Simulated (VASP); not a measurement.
Runs of VASP 6.6.1 on BaTe. The structure is that of space group Fm-3m (No. 225), or close to it. The cells are those of the table. 

```csv
level,cell,cutoff (eV),gap on the mesh (eV),pressure (GPa)
PBE,"a = 4.873 Å, angles 60.0°, 2 atoms",520,(b),2.9
PBE,"a = 4.867 Å, angles 60.0°, 2 atoms",520,1.40,(a)
PBE,"a = 4.864 Å, angles 60.0°, 2 atoms",520,1.40,3.1
r2SCAN,"a = 4.970 Å, angles 60.0°, 2 atoms",520,1.90,0.8
PBE,"a = 4.964 Å, angles 60.0°, 2 atoms",520,1.54,0.9
PBE,"a = 4.822 Å, angles 60.0°, 2 atoms",500,1.33,4.2
PBE,"a = 4.678 Å, angles 60.0°, 2 atoms",520,1.06,9.3
```

Alike in all rows: task single point; potentials or basis VASP PAW PBE potentials, release 64 (Ba_sv, Te); no spin polarisation; k mesh 8 × 8 × 8; smearing gaussian 0.02 eV.

Fill in the values left out.

(a) 3.0; (b) 1.41.

Caveats: spin-orbit coupling is left out, which moves the levels of the heavy elements; the PAW data sets were made with another functional, which shifts forces and pressure a little (some runs).

A k mesh can miss the band edges, and the runs leave out spin-orbit coupling on Ba, Te.
